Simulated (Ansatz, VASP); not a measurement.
NaCl: VASP beside Ansatz

```
Na Cl
1.0
     3.50500    0.00000    0.00000
     0.00000    3.50500    0.00000
     0.00000    0.00000    3.50500
Na Cl
1 1
Direct
  0.00032 0.99966 0.99922
  0.49968 0.50034 0.50078
```

Change from the starting cell: all Cl atoms moved 0.8 Å in one direction; relaxed back.

Alike in both runs: functional PBE; k mesh 6 × 6 × 6; occupations gaussian, width 0.05 eV; no spin polarisation.

Ansatz relaxed the structure, and its values are those at the end. VASP's run is a single point on that final structure, the one shown.

|  | VASP | Ansatz |
| --- | --- | --- |
| version | VASP 6.6.1 | Ansatz 0.2.0 |
| potentials or method | VASP PAW PBE potentials, release 64 (Na_pv, Cl), cutoff 520 eV | scalar-relativistic, plane waves, PAW |
| valence electrons in the cell | 14 | 16 |

```tsv
	VASP	Ansatz	Ansatz less VASP
gap on the k mesh at the Fermi level (eV)	3.97	3.97	0.000
least direct gap on the mesh (eV)	4.46	4.46	0.000
pressure (GPa)	0.0	0.0	+0.05
```

The functional is the same, so the differences come from potentials, cutoffs and numerics. VASP's potentials hold 14 valence electrons a cell and Ansatz's 16, so a difference there can come from the potentials and not from the codes. Ansatz's warnings: stress scf threshold loose.
